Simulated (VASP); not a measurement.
# Ir (Fm-3m) in VASP: notebook

Ir is run at these levels: LDA; tasks: single point.

Everything below comes from runs of VASP 6.6.1. Logs are shortened: lines on timing, memory, paths and dates and some standing lists are left out, and cuts for length are marked.

## 1. The cell of the first run

It takes space group Fm-3m (No. 225, cubic). Conventional cell: a = 3.812 Å, b = 3.812 Å, c = 3.812 Å, α = 90.00°, β = 90.00°, γ = 90.00°. Ir (site symmetry m-3m) has 12 Ir at 2.70 Å within 3.6 Å.

## 2. Single point, LDA

INCAR reads:

```
ALGO = Normal ; EDIFF = 1E-6
ENCUT = 560 ; GGA = CA
GGA_COMPAT = F ; ISIF = 2
ISMEAR = -1 ; LASPH = T
LCHARG = F ; LREAL = F
LWAVE = F ; NBANDS = 14
NELM = 120 ; PREC = Accurate
SIGMA = 0.01
```

KPOINTS reads:

```
k-points
0
Gamma
  14 14 14
```

POSCAR reads:

```
Ir
1.0
    0.0000000000      1.9060927672      1.9060927672
    1.9060927672      0.0000000000      1.9060927672
    1.9060927672      1.9060927672      0.0000000000
Ir
1
Direct
    0.0000000000      0.0000000000      0.0000000000
```

Potentials or basis: VASP PAW LDA potentials, release 64 (Ir_sv_GW).

On the command line:

```bash
$ cat potpaw_LDA.64/Ir_sv_GW/POTCAR > POTCAR
$ mpirun -np 1 vasp_std > vasp.out
```

OUTCAR:

```text
EDIFF = 1E-6
   ENCUT = 560
   GGA = CA
   ISIF = 2
   ISMEAR = -1
   LASPH = T
   LREAL = F
   NELM = 120
   PREC = Accurate

 ion  position               nearest neighbor table
   1  0.000  0.000  0.000-

  LATTYP: Found a face centered cubic cell.
 ALAT       =     3.8121855344

  Lattice vectors:

 A1 = (   0.0000000000,   1.9060927672,   1.9060927672)
 A2 = (   1.9060927672,   0.0000000000,   1.9060927672)
 A3 = (   1.9060927672,   1.9060927672,   0.0000000000)

Analysis of symmetry for initial positions (statically):
=====================================================================
 Subroutine PRICEL returns:
 Original cell was already a primitive cell.

 Routine SETGRP: Setting up the symmetry group for a
 face centered cubic supercell.

 Subroutine GETGRP returns: Found 48 space group operations
 (whereof 48 operations were pure point group operations)
 out of a pool of 48 trial point group operations.

The static configuration has the point symmetry O_h .

Analysis of symmetry for dynamics (positions and initial velocities):
=====================================================================
 Subroutine PRICEL returns:
 Original cell was already a primitive cell.

 Routine SETGRP: Setting up the symmetry group for a
 face centered cubic supercell.

 Subroutine GETGRP returns: Found 48 space group operations
 (whereof 48 operations were pure point group operations)
 out of a pool of 48 trial point group operations.

The dynamic configuration has the point symmetry O_h .

 Subroutine INISYM returns: Found 48 space group operations
 (whereof 48 operations are pure point group operations),
 and found     1 'primitive' translations

----------------------------------------------------------------------------------------

                                     Primitive cell

  volume of cell :      13.8504

  direct lattice vectors                    reciprocal lattice vectors
     0.000000000  1.906092767  1.906092767    -0.262316719  0.262316719  0.262316719
     1.906092767  0.000000000  1.906092767     0.262316719 -0.262316719  0.262316719
     1.906092767  1.906092767  0.000000000     0.262316719  0.262316719 -0.262316719

  length of vectors
     2.695622243  2.695622243  2.695622243     0.454345884  0.454345884  0.454345884

  position of ions in fractional coordinates (direct lattice)
     0.000000000  0.000000000  0.000000000

  ion indices of the primitive-cell ions
   primitive index   ion index
                 1           1

----------------------------------------------------------------------------------------

 KPOINTS: k-points

Automatic generation of k-mesh.
 Grid dimensions read from file:
 generate k-points for:   14   14   14

 Generating k-lattice:

  Cartesian coordinates                     Fractional coordinates (reciprocal lattice)
    -0.018736908  0.018736908  0.018736908     0.071428571  0.000000000  0.000000000
     0.018736908 -0.018736908  0.018736908     0.000000000  0.071428571  0.000000000
     0.018736908  0.018736908 -0.018736908     0.000000000  0.000000000  0.071428571

  Length of vectors
     0.032453277  0.032453277  0.032453277

  Shift w.r.t. Gamma in fractional coordinates (k-lattice)
     0.000000000  0.000000000  0.000000000

 Subroutine IBZKPT returns following result:
 ===========================================

 Found    104 irreducible k-points:

 Following reciprocal coordinates:
            Coordinates               Weight
  0.000000  0.000000  0.000000      1.000000
  0.071429  0.000000  0.000000      8.000000
  0.142857  0.000000  0.000000      8.000000
  0.214286  0.000000  0.000000      8.000000
  0.285714  0.000000  0.000000      8.000000
  0.357143  0.000000  0.000000      8.000000
[... 16 lines left out ...]
  0.214286  0.142857  0.000000     24.000000
  0.285714  0.142857  0.000000     24.000000
 [... further k-points ...]
   k-points           NKPTS =    104   k-points in BZ     NKDIM =    104   number of bands    NBANDS=     14
   number of dos      NEDOS =    301   number of ions     NIONS =      1
   total plane-waves  NPLWV =  13824
   dimension x,y,z NGX =    24 NGY =   24 NGZ =   24
   dimension x,y,z NGXF=    48 NGYF=   48 NGZF=   48
   ions per type =               1
   NGX,Y,Z   is equivalent  to a cutoff of  14.80, 14.80, 14.80 a.u.
   NGXF,Y,Z  is equivalent  to a cutoff of  29.60, 29.60, 29.60 a.u.
 SYSTEM =  unknown system
   PREC   = accura    normal or accurate (medium, high low for compatibility)
   ISTART =      0    job   : 0-new  1-cont  2-samecut
   ICHARG =      2    charge: 1-file 2-atom 10-const
   ISPIN  =      1    spin polarized calculation?
   LNONCOLLINEAR =      F non collinear calculations
   LSORBIT =      F    spin-orbit coupling
   LASPH  =      T    aspherical Exc in radial PAW
   ENCUT  =  560.0 eV  41.16 Ry    6.42 a.u.   5.20  5.20  5.20*2*pi/ulx,y,z
   NELM   =    120;   NELMIN=  2; NELMDL= -5     # of ELM steps
   EDIFF  = 0.1E-05   stopping-criterion for ELM
   LREAL  =      F    real-space projection
   EDIFFG = 0.1E-04   stopping-criterion for IOM
   NSW    =      0    number of steps for IOM
   IBRION =     -1    ionic relax: 0-MD 1-quasi-New 2-CG
   NFREE  =      0    steps in history (QN), initial steepest desc. (CG)
   ISIF   =      2    stress and relaxation
   ISYM   =      2    0-nonsym 1-usesym 2-fastsym
   POTIM  = 0.5000    time-step for ionic-motion
   TEBEG  =    0.0;   TEEND  =   0.0 temperature during run
   PSTRESS=    0.0 pullay stress
   NELECT =      17.0000    total number of electrons
   NUPDOWN=      -1.0000    fix difference up-down
   EMIN   =  10.00;   EMAX   =-10.00  energy-range for DOS
   EFERMI =   0.00;   METHOD = LEGACY
   ISMEAR =    -1;   SIGMA  =   0.01  broadening in eV -4-tet -1-fermi 0-gaus
   EFERMI_NEDOS =   21; number of points for ismear=-14 and -15
   IALGO  =     38    algorithm
   IMIX   =      4    mixing-type and parameters
     AMIX     =   0.40;   BMIX     =  1.00
     AMIX_MAG =   1.60;   BMIX_MAG =  1.00
  volume/ion in A,a.u.               =      13.85        93.47
  Fermi-wavevector in a.u.,A,eV,Ry     =   1.752819  3.312348 41.802199  3.072375
  Thomas-Fermi vector in A             =   2.823075
   LORBIT       =      0    0 simple, 1 ext, 2 COOP (PROOUT), +10 PAW based schemes
   GGA     = CA    functional components
   LHFCALC =     F    Hartree Fock is set to
   AEXX    =    0.0000 exact exchange contribution
   IVDW    =     0    specifies the selected vdW correction
   LEPSILON=     F    determine dielectric tensor
   LRPA    =     F    only Hartree local field effects (RPA)
 non-spin polarized calculation
  energy-cutoff  :      560.00
  volume of cell :       13.85
 maximum number of plane-waves:       444
 NGX is ok and might be reduce to    24
   NGX = 11   NGY = 11   NGZ = 11

 number of electron      17.0000000 magnetization

 Free energy of the ion-electron system (eV)
  ---------------------------------------------------
  ext. energy  EPLUGINS =         0.00000000
  ---------------------------------------------------
  free energy    TOTEN  =       -10.89378277 eV

  energy without entropy =      -10.89286565  energy(sigma->0) =      -10.89332421

 E-fermi :  12.9579     XC(G=0): -14.9203

 val. band max:       12.9556629314   @ k =   0.4286   0.3571   0.0714
 cond. band min:      12.9600844883   @ k =   0.3571   0.3571   0.0000
 fundamental gap:      0.0044215569
 Fermi energy:        12.9579239956

 k-point     1 :       0.0000    0.0000    0.0000
  band No.  band energies     occupation
      1     -79.5303      2.00000
      2     -36.1710      2.00000
      3     -36.1710      2.00000
      4     -36.1710      2.00000
      5       1.7623      2.00000
      6       9.0395      2.00000
      7       9.0395      2.00000
      8       9.0395      2.00000
      9      11.8523      2.00000
     10      11.8523      2.00000
     11      26.6595      0.00000
     12      32.2515      0.00000
     13      32.2515      0.00000
     14      32.2515      0.00000

 k-point     2 :       0.0714    0.0000    0.0000
  band No.  band energies     occupation
      1     -79.5267      2.00000
      2     -36.2154      2.00000
      3     -36.1771      2.00000
      4     -36.1771      2.00000
      5       1.9956      2.00000
      6       8.9151      2.00000
      7       9.1394      2.00000
      8       9.1394      2.00000
      9      11.7861      2.00000
     10      11.7861      2.00000
     11      27.0670      0.00000
     12      31.2681      0.00000
     13      32.6466      0.00000
     14      32.6466      0.00000

 k-point     3 :       0.1429    0.0000    0.0000
  band No.  band energies     occupation
      1     -79.5166      2.00000
      2     -36.3390      2.00000
      3     -36.1941      2.00000
      4     -36.1941      2.00000
      5       2.6507      2.00000
      6       8.6341      2.00000
      7       9.3724      2.00000
      8       9.3724      2.00000
      9      11.6802      2.00000
     10      11.6802      2.00000
     11      28.0911      0.00000
     12      29.5113      0.00000
     13      33.7807      0.00000
     14      33.7807      0.00000
[... 324 lines left out ...]
 k-point    23 :       0.2143    0.1429    0.0000
  band No.  band energies     occupation
      1     -79.5008      2.00000
      2     -36.4481      2.00000
      3     -36.2622      2.00000
      4     -36.2549      2.00000
      5       3.6754      2.00000
      6       7.8272      2.00000
      7       9.8692      2.00000
      8      10.0645      2.00000
      9      10.7742      2.00000
     10      12.4125      2.00000
     11      29.6611      0.00000
     12      29.9216      0.00000
     13      32.9002      0.00000
     14      33.4552      0.00000

 k-point    24 :       0.2857    0.1429    0.0000
  band No.  band energies     occupation
      1     -79.4865      2.00000
      2     -36.6053      2.00000
      3     -36.2926      2.00000
      4     -36.2829      2.00000
      5       4.5634      2.00000
      6       7.6530      2.00000
      7       9.4252      2.00000
      8      10.1945      2.00000
      9      11.5907      2.00000
     10      12.8260      2.00000
     11      27.8833      0.00000
     12      30.5826      0.00000
     13      33.0304      0.00000
     14      33.7640      0.00000

 [... further k-points ...]

------------------------ aborting loop because EDIFF is reached ----------------------------------------

  FORCE on cell =-STRESS in cart. coord.  units (eV):
  Direction    XX          YY          ZZ          XY          YZ          ZX
  --------------------------------------------------------------------------------------
  -------------------------------------------------------------------------------------
  Total       -0.0455403     -0.0455403     -0.0455403      0.0000000      0.0000000      0.0000000
  in kB       -5.2679797     -5.2679797     -5.2679797      0.0000000      0.0000000      0.0000000
  external PRESSURE =      -5.2679797 kB  Pullay stress =       0.0000000 kB

 VOLUME and BASIS-vectors are now :
 -----------------------------------------------------------------------------
  energy-cutoff  :      560.00
  volume of cell :       13.85
      direct lattice vectors                 reciprocal lattice vectors
     0.000000000  1.906092767  1.906092767    -0.262316719  0.262316719  0.262316719
     1.906092767  0.000000000  1.906092767     0.262316719 -0.262316719  0.262316719
     1.906092767  1.906092767  0.000000000     0.262316719  0.262316719 -0.262316719

 POSITION                                       TOTAL-FORCE (eV/Angst)
 -----------------------------------------------------------------------------------
      0.00000      0.00000      0.00000        -0.000000      0.000000      0.000000
 -----------------------------------------------------------------------------------
    total drift:                               -0.000000      0.000000      0.000000

  FREE ENERGIE OF THE ION-ELECTRON SYSTEM (eV)
  ---------------------------------------------------
  free  energy   TOTEN  =       -10.8937827655 eV

  energy  without entropy=      -10.8928656518  energy(sigma->0) =      -10.89332421
```

Wall time 11 s (1 thread of AMD EPYC 9R45 (Zen 5), shared host); peak memory 0.12 GiB.

What came out:

- Free energy: -10.8938 eV
- Pressure: -0.5 GPa
- Band gap on the k mesh: zero (an odd number of electrons rules out a gap without spin polarisation)

Caveat: spin-orbit coupling is left out, which moves the levels of the heavy elements.

## 3. Single point, LDA

INCAR reads:

```
PREC = Accurate ; ENCUT = 560
EDIFF = 1E-6 ; ISMEAR = -1
SIGMA = 0.6 ; LREAL = False
LASPH = True ; NELM = 120
ALGO = Normal ; ISIF = 2
LWAVE = False ; LCHARG = True
GGA = CA ; LELF = True
LVHAR = True ; NBANDS = 14
GGA_COMPAT = False
```

KPOINTS reads:

```
Automatic mesh
0
Gamma
  14 14 14
```

POSCAR is that of step 2.

Potentials or basis: VASP PAW LDA potentials, release 64 (Ir_sv_GW).

On the command line:

```bash
$ cat potpaw_LDA.64/Ir_sv_GW/POTCAR > POTCAR
$ mpirun -np 1 vasp_std > vasp.out
```

It took 13 s on 1 thread of Intel Xeon Platinum 8488C (Sapphire Rapids), shared host; peak memory 0.15 GiB.

It converged, with:

* Free energy: -11.4584 eV
* Pressure: 9.6 GPa
* Band gap on the k mesh: zero (an odd number of electrons rules out a gap without spin polarisation)

Levels at points of the mesh, in eV from the Fermi level:
| k point | band 6 | band 7 | band 8 | band 9 | band 10 | band 11 |
| --- | --- | --- | --- | --- | --- | --- |
| (0.00, 0.00, 0.00) | -3.96 | -3.96 | -3.96 | -1.16 | -1.16 | 13.62 |
| (0.50, 0.00, 0.00) | -4.07 | -4.07 | -0.73 | 1.02 | 1.02 | 7.57 |
| (0.50, 0.50, 0.00) | -7.53 | 1.00 | 1.63 | 1.63 | 1.78 | 10.90 |

Caveat: the cell stands under pressure; so wide a smearing shifts energies and pressures; spin-orbit coupling is left out, which moves the levels of the heavy elements.

The gap in the log of VASP goes by the Fermi energy; the results here count the filled bands.